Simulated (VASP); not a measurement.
# InAs (Fm-3m) in VASP: notebook

The runs below take InAs through single point, with PBEsol.

All numbers are computed with VASP 6.6.1; they aren't measurements. Logs are shortened: lines on timing, memory, paths and dates and some standing lists are left out, and cuts for length are marked.

## (1) The cell of the first run

Symmetry: Fm-3m, No. 225, cubic system. Conventional cell: a = 5.755 Å, b = 5.755 Å, c = 5.755 Å, α = 90.00°, β = 90.00°, γ = 90.00°. Within 3.8 Å of In (site symmetry m-3m) lie 6 As at 2.88 Å. Within 3.8 Å of As (site symmetry m-3m) lie 6 In at 2.88 Å.

## (2) Single point, PBEsol

File INCAR:

```
ALGO = Normal ; EDIFF = 1E-7
ENCUT = 520 ; GGA = PS
ISIF = 2 ; ISMEAR = 0
LASPH = T ; LCHARG = F
LREAL = F ; LWAVE = F
NBANDS = 16 ; NELM = 60
PREC = Accurate ; SIGMA = 0.15
```

File KPOINTS:

```
k-points
0
Gamma
  14 14 14
```

File POSCAR:

```
InAs
1.0
    0.0000000000      2.8773040000      2.8773040000
    2.8773040000      0.0000000000      2.8773040000
    2.8773040000      2.8773040000      0.0000000000
In As
1 1
Direct
    0.5000000000      0.5000000000      0.5000000000
    0.0000000000      0.0000000000      0.0000000000
```

Potentials or basis: VASP PAW PBE potentials, release 64 (In_d, As).

Run with:

```sh
$ cat potpaw_PBE.64/In_d/POTCAR potpaw_PBE.64/As/POTCAR > POTCAR
$ mpirun -np 1 vasp_std > vasp.out
```

OUTCAR:

```text
EDIFF = 1E-7
   ENCUT = 520
   GGA = PS
   ISIF = 2
   ISMEAR = 0
   LASPH = T
   LREAL = F
   NELM = 60
   PREC = Accurate

 ion  position               nearest neighbor table
   1  0.500  0.500  0.500-   2 2.88   2 2.88   2 2.88   2 2.88   2 2.88   2 2.88
   2  0.000  0.000  0.000-   1 2.88   1 2.88   1 2.88   1 2.88   1 2.88   1 2.88

  LATTYP: Found a face centered cubic cell.
 ALAT       =     5.7546080000

  Lattice vectors:

 A1 = (   0.0000000000,   2.8773040000,   2.8773040000)
 A2 = (   2.8773040000,   0.0000000000,   2.8773040000)
 A3 = (   2.8773040000,   2.8773040000,   0.0000000000)

Analysis of symmetry for initial positions (statically):
=====================================================================
 Subroutine PRICEL returns:
 Original cell was already a primitive cell.

 Routine SETGRP: Setting up the symmetry group for a
 face centered cubic supercell.

 Subroutine GETGRP returns: Found 48 space group operations
 (whereof 48 operations were pure point group operations)
 out of a pool of 48 trial point group operations.

The static configuration has the point symmetry O_h .

Analysis of symmetry for dynamics (positions and initial velocities):
=====================================================================
 Subroutine PRICEL returns:
 Original cell was already a primitive cell.

 Routine SETGRP: Setting up the symmetry group for a
 face centered cubic supercell.

 Subroutine GETGRP returns: Found 48 space group operations
 (whereof 48 operations were pure point group operations)
 out of a pool of 48 trial point group operations.

The dynamic configuration has the point symmetry O_h .

 Subroutine INISYM returns: Found 48 space group operations
 (whereof 48 operations are pure point group operations),
 and found     1 'primitive' translations

----------------------------------------------------------------------------------------

                                     Primitive cell

  volume of cell :      47.6417

  direct lattice vectors                    reciprocal lattice vectors
     0.000000000  2.877304000  2.877304000    -0.173773783  0.173773783  0.173773783
     2.877304000  0.000000000  2.877304000     0.173773783 -0.173773783  0.173773783
     2.877304000  2.877304000  0.000000000     0.173773783  0.173773783 -0.173773783

  length of vectors
     4.069122340  4.069122340  4.069122340     0.300985021  0.300985021  0.300985021

  position of ions in fractional coordinates (direct lattice)
     0.500000000  0.500000000  0.500000000
     0.000000000  0.000000000  0.000000000

  ion indices of the primitive-cell ions
   primitive index   ion index
                 1           1
                 2           2

----------------------------------------------------------------------------------------

 KPOINTS: k-points

Automatic generation of k-mesh.
 Grid dimensions read from file:
 generate k-points for:   14   14   14

 Generating k-lattice:

  Cartesian coordinates                     Fractional coordinates (reciprocal lattice)
    -0.012412413  0.012412413  0.012412413     0.071428571  0.000000000  0.000000000
     0.012412413 -0.012412413  0.012412413     0.000000000  0.071428571  0.000000000
     0.012412413  0.012412413 -0.012412413     0.000000000  0.000000000  0.071428571

  Length of vectors
     0.021498930  0.021498930  0.021498930

  Shift w.r.t. Gamma in fractional coordinates (k-lattice)
     0.000000000  0.000000000  0.000000000

 Subroutine IBZKPT returns following result:
 ===========================================

 Found    104 irreducible k-points:

 Following reciprocal coordinates:
            Coordinates               Weight
  0.000000  0.000000  0.000000      1.000000
  0.071429  0.000000  0.000000      8.000000
  0.142857  0.000000  0.000000      8.000000
  0.214286  0.000000  0.000000      8.000000
  0.285714  0.000000  0.000000      8.000000
  0.357143  0.000000  0.000000      8.000000
[... 16 lines left out ...]
  0.214286  0.142857  0.000000     24.000000
  0.285714  0.142857  0.000000     24.000000
 [... further k-points ...]
   k-points           NKPTS =    104   k-points in BZ     NKDIM =    104   number of bands    NBANDS=     16
   number of dos      NEDOS =    301   number of ions     NIONS =      2
   total plane-waves  NPLWV =  27000
   dimension x,y,z NGX =    30 NGY =   30 NGZ =   30
   dimension x,y,z NGXF=    60 NGYF=   60 NGZF=   60
   ions per type =               1   1
   NGX,Y,Z   is equivalent  to a cutoff of  12.26, 12.26, 12.26 a.u.
   NGXF,Y,Z  is equivalent  to a cutoff of  24.51, 24.51, 24.51 a.u.
 SYSTEM =  unknown system
   PREC   = accura    normal or accurate (medium, high low for compatibility)
   ISTART =      0    job   : 0-new  1-cont  2-samecut
   ICHARG =      2    charge: 1-file 2-atom 10-const
   ISPIN  =      1    spin polarized calculation?
   LNONCOLLINEAR =      F non collinear calculations
   LSORBIT =      F    spin-orbit coupling
   LASPH  =      T    aspherical Exc in radial PAW
   ENCUT  =  520.0 eV  38.22 Ry    6.18 a.u.   7.57  7.57  7.57*2*pi/ulx,y,z
   NELM   =     60;   NELMIN=  2; NELMDL= -5     # of ELM steps
   EDIFF  = 0.1E-06   stopping-criterion for ELM
   LREAL  =      F    real-space projection
   EDIFFG = 0.1E-05   stopping-criterion for IOM
   NSW    =      0    number of steps for IOM
   IBRION =     -1    ionic relax: 0-MD 1-quasi-New 2-CG
   NFREE  =      0    steps in history (QN), initial steepest desc. (CG)
   ISIF   =      2    stress and relaxation
   ISYM   =      2    0-nonsym 1-usesym 2-fastsym
   POTIM  = 0.5000    time-step for ionic-motion
   TEBEG  =    0.0;   TEEND  =   0.0 temperature during run
   PSTRESS=    0.0 pullay stress
   NELECT =      18.0000    total number of electrons
   NUPDOWN=      -1.0000    fix difference up-down
   EMIN   =  10.00;   EMAX   =-10.00  energy-range for DOS
   EFERMI =   0.00;   METHOD = LEGACY
   ISMEAR =     0;   SIGMA  =   0.15  broadening in eV -4-tet -1-fermi 0-gaus
   EFERMI_NEDOS =   21; number of points for ismear=-14 and -15
   IALGO  =     38    algorithm
   IMIX   =      4    mixing-type and parameters
     AMIX     =   0.40;   BMIX     =  1.00
     AMIX_MAG =   1.60;   BMIX_MAG =  1.00
  volume/ion in A,a.u.               =      23.82       160.75
  Fermi-wavevector in a.u.,A,eV,Ry     =   1.183505  2.236499 19.057448  1.400683
  Thomas-Fermi vector in A             =   2.319738
   LORBIT       =      0    0 simple, 1 ext, 2 COOP (PROOUT), +10 PAW based schemes
   GGA     = PS    functional components
   LHFCALC =     F    Hartree Fock is set to
   AEXX    =    0.0000 exact exchange contribution
   IVDW    =     0    specifies the selected vdW correction
   LEPSILON=     F    determine dielectric tensor
   LRPA    =     F    only Hartree local field effects (RPA)
 non-spin polarized calculation
 Gauss-broadening in eV      SIGMA  =   0.15
  energy-cutoff  :      520.00
  volume of cell :       47.64
 maximum number of plane-waves:      1307
   NGX = 15   NGY = 15   NGZ = 15

 number of electron      18.0000002 magnetization

 Free energy of the ion-electron system (eV)
  ---------------------------------------------------
  ext. energy  EPLUGINS =         0.00000000
  ---------------------------------------------------
  free energy    TOTEN  =        -8.19570332 eV

  energy without entropy =       -8.18275069  energy(sigma->0) =       -8.18922701

 E-fermi :   5.7637     XC(G=0): -10.2508

 val. band max:        5.7579924365   @ k =   0.2857   0.0000   0.0000
 cond. band min:       5.7670803498   @ k =   0.3571   0.1429   0.0714
 fundamental gap:      0.0090879134
 Fermi energy:         5.7637189091

 k-point     1 :       0.0000    0.0000    0.0000
  band No.  band energies     occupation
      1      -8.4612      2.00000
      2      -8.4612      2.00000
      3      -8.4397      2.00000
      4      -8.4397      2.00000
      5      -8.4397      2.00000
      6      -6.3308      2.00000
[... 8 lines left out ...]
     15      13.2160      0.00000
     16      13.2160      0.00000

 k-point     2 :       0.0714    0.0000    0.0000
  band No.  band energies     occupation
      1      -8.4631      2.00000
      2      -8.4631      2.00000
      3      -8.4398      2.00000
      4      -8.4376      2.00000
      5      -8.4376      2.00000
      6      -6.2753      2.00000
[... 8 lines left out ...]
     15      13.2213      0.00000
     16      13.3260      0.00000

 k-point     3 :       0.1429    0.0000    0.0000
  band No.  band energies     occupation
      1      -8.4694      2.00000
      2      -8.4694      2.00000
      3      -8.4402      2.00000
      4      -8.4306      2.00000
      5      -8.4306      2.00000
      6      -6.1113      2.00000
[... 8 lines left out ...]
     15      13.5518      0.00000
     16      13.5518      0.00000

 k-point     4 :       0.2143    0.0000    0.0000
  band No.  band energies     occupation
      1      -8.4794      2.00000
      2      -8.4794      2.00000
      3      -8.4411      2.00000
      4      -8.4195      2.00000
      5      -8.4195      2.00000
      6      -5.8475      2.00000
[... 8 lines left out ...]
     15      14.1211      0.00000
     16      14.1211      0.00000

 k-point     5 :       0.2857    0.0000    0.0000
  band No.  band energies     occupation
      1      -8.4909      2.00000
      2      -8.4909      2.00000
      3      -8.4426      2.00000
      4      -8.4066      2.00000
      5      -8.4066      2.00000
      6      -5.5036      2.00000
[... 8 lines left out ...]
     15      14.8924      0.00000
     16      14.8924      0.00000

 k-point     6 :       0.3571    0.0000    0.0000
  band No.  band energies     occupation
      1      -8.5013      2.00000
      2      -8.5013      2.00000
      3      -8.4443      2.00000
      4      -8.3949      2.00000
      5      -8.3949      2.00000
      6      -5.1224      2.00000
[... 8 lines left out ...]
     15      15.8345      0.00000
     16      15.8345      0.00000

 k-point     7 :       0.4286    0.0000    0.0000
  band No.  band energies     occupation
      1      -8.5086      2.00000
      2      -8.5086      2.00000
      3      -8.4457      2.00000
      4      -8.3868      2.00000
      5      -8.3868      2.00000
      6      -4.7913      2.00000
[... 8 lines left out ...]
     15      16.8811      0.00000
     16      16.8811      0.00000

 k-point     8 :       0.5000    0.0000    0.0000
  band No.  band energies     occupation
      1      -8.5111      2.00000
      2      -8.5111      2.00000
      3      -8.4461      2.00000
      4      -8.3838      2.00000
      5      -8.3838      2.00000
      6      -4.6515      2.00000
[... 8 lines left out ...]
     15      17.5920      0.00000
     16      17.5920      0.00000

 k-point     9 :       0.0714    0.0714    0.0000
  band No.  band energies     occupation
      1      -8.4680      2.00000
      2      -8.4596      2.00000
      3      -8.4416      2.00000
      4      -8.4362      2.00000
      5      -8.4362      2.00000
      6      -6.2561      2.00000
[... 8 lines left out ...]
     15      13.8454      0.00000
     16      13.8454      0.00000
[... 172 lines left out ...]
 k-point    19 :      -0.2143    0.0714    0.0000
  band No.  band energies     occupation
      1      -8.4883      2.00000
      2      -8.4827      2.00000
      3      -8.4412      2.00000
      4      -8.4184      2.00000
      5      -8.4111      2.00000
      6      -5.6888      2.00000
[... 8 lines left out ...]
     15      13.9015      0.00000
     16      15.2792      0.00000

 k-point    20 :      -0.1429    0.0714    0.0000
  band No.  band energies     occupation
      1      -8.4780      2.00000
      2      -8.4711      2.00000
      3      -8.4409      2.00000
      4      -8.4289      2.00000
      5      -8.4225      2.00000
      6      -5.9833      2.00000
[... 8 lines left out ...]
     15      13.6675      0.00000
     16      14.4914      0.00000

 k-point    21 :      -0.0714    0.0714    0.0000
  band No.  band energies     occupation
      1      -8.4693      2.00000
      2      -8.4640      2.00000
      3      -8.4406      2.00000
      4      -8.4354      2.00000
      5      -8.4319      2.00000
      6      -6.1829      2.00000
[... 8 lines left out ...]
     15      13.6721      0.00000
     16      13.8428      0.00000

 k-point    22 :       0.1429    0.1429    0.0000
  band No.  band energies     occupation
      1      -8.4924      2.00000
      2      -8.4549      2.00000
      3      -8.4469      2.00000
      4      -8.4260      2.00000
      5      -8.4260      2.00000
      6      -6.0278      2.00000
[... 8 lines left out ...]
     15      14.9310      0.00000
     16      14.9310      0.00000

 k-point    23 :       0.2143    0.1429    0.0000
  band No.  band energies     occupation
      1      -8.5109      2.00000
      2      -8.4560      2.00000
      3      -8.4490      2.00000
      4      -8.4191      2.00000
      5      -8.4165      2.00000
      6      -5.8224      2.00000
[... 8 lines left out ...]
     15      15.2524      0.00000
     16      15.3434      0.00000

 k-point    24 :       0.2857    0.1429    0.0000
  band No.  band energies     occupation
      1      -8.5287      2.00000
      2      -8.4634      2.00000
      3      -8.4484      2.00000
      4      -8.4123      2.00000
      5      -8.4036      2.00000
      6      -5.5241      2.00000
[... 8 lines left out ...]
     15      15.5391      0.00000
     16      15.8983      0.00000

 [... further k-points ...]

------------------------ aborting loop because EDIFF is reached ----------------------------------------

  FORCE on cell =-STRESS in cart. coord.  units (eV):
  Direction    XX          YY          ZZ          XY          YZ          ZX
  --------------------------------------------------------------------------------------
  -------------------------------------------------------------------------------------
  Total       -0.9883832     -0.9883832     -0.9883832      0.0000000     -0.0000000      0.0000000
  in kB      -33.2390561    -33.2390561    -33.2390561      0.0000000     -0.0000000      0.0000000
  external PRESSURE =     -33.2390561 kB  Pullay stress =       0.0000000 kB

 VOLUME and BASIS-vectors are now :
 -----------------------------------------------------------------------------
  energy-cutoff  :      520.00
  volume of cell :       47.64
      direct lattice vectors                 reciprocal lattice vectors
     0.000000000  2.877304000  2.877304000    -0.173773783  0.173773783  0.173773783
     2.877304000  0.000000000  2.877304000     0.173773783 -0.173773783  0.173773783
     2.877304000  2.877304000  0.000000000     0.173773783  0.173773783 -0.173773783

 POSITION                                       TOTAL-FORCE (eV/Angst)
 -----------------------------------------------------------------------------------
      2.87730      2.87730      2.87730         0.000000      0.000000      0.000000
      0.00000      0.00000      0.00000        -0.000000     -0.000000     -0.000000
 -----------------------------------------------------------------------------------
    total drift:                                0.000000      0.000000      0.000000

  FREE ENERGIE OF THE ION-ELECTRON SYSTEM (eV)
  ---------------------------------------------------
  free  energy   TOTEN  =        -8.1957033207 eV

  energy  without entropy=       -8.1827506897  energy(sigma->0) =       -8.18922701
```

It took 76 s on 1 thread of Intel Xeon 8259CL, shared host; peak memory 0.23 GiB.

What came out:

| Item | Value |
| --- | --- |
| Free energy | -8.1957 eV |
| Pressure | -3.3 GPa |
| Band gap on the k mesh | zero (bands 9 and 10 overlap by 2.62 eV) |

Caveat: the cell stands under tension; the PAW data sets were made with another functional, which shifts forces and pressure a little; spin-orbit coupling is left out, which moves the levels of the heavy elements.

## (3) Single point, PBEsol

File INCAR:

```
PREC = Accurate ; ENCUT = 520
EDIFF = 1E-7 ; ISMEAR = 0
SIGMA = 0.15 ; LREAL = F
LASPH = T ; NELM = 60
ALGO = Normal ; ISIF = 2
LWAVE = F ; LCHARG = F
GGA = PS ; NBANDS = 16
```

File KPOINTS:

```
Automatic mesh
0
Gamma
  16 16 16
```

POSCAR is that of step 2.

Potentials or basis: VASP PAW PBE potentials, release 64 (In_d, As).

Run with:

```sh
$ cat potpaw_PBE.64/In_d/POTCAR potpaw_PBE.64/As/POTCAR > POTCAR
$ mpirun -np 1 vasp_std > vasp.out
```

It took 1.7 min on 1 thread of Intel Xeon 8259CL, shared host; peak memory 0.26 GiB.

The run converged. Its results:

- Free energy: -8.1928 eV
- Pressure: -3.3 GPa
- Band gap on the k mesh: zero (bands 9 and 10 overlap by 2.62 eV)

Levels at points of the mesh, in eV from the Fermi level:
| k point | band 6 | band 7 | band 8 | band 9 | band 10 | band 11 | band 12 | band 13 |
| --- | --- | --- | --- | --- | --- | --- | --- | --- |
| (0.00, 0.00, 0.00) | -12.09 | -0.69 | -0.17 | -0.17 | -0.17 | 7.17 | 7.17 | 7.17 |
| (0.50, 0.00, 0.00) | -10.41 | -6.51 | 0.22 | 0.22 | 2.08 | 3.26 | 3.26 | 4.39 |
| (0.50, 0.50, 0.00) | -9.52 | -4.70 | -2.95 | -2.21 | -2.21 | 3.83 | 9.17 | 9.17 |

Caveat: the cell stands under tension; the PAW data sets were made with another functional, which shifts forces and pressure a little; spin-orbit coupling is left out, which moves the levels of the heavy elements.

The gap in the log of VASP goes by the Fermi energy; the results here count the filled bands.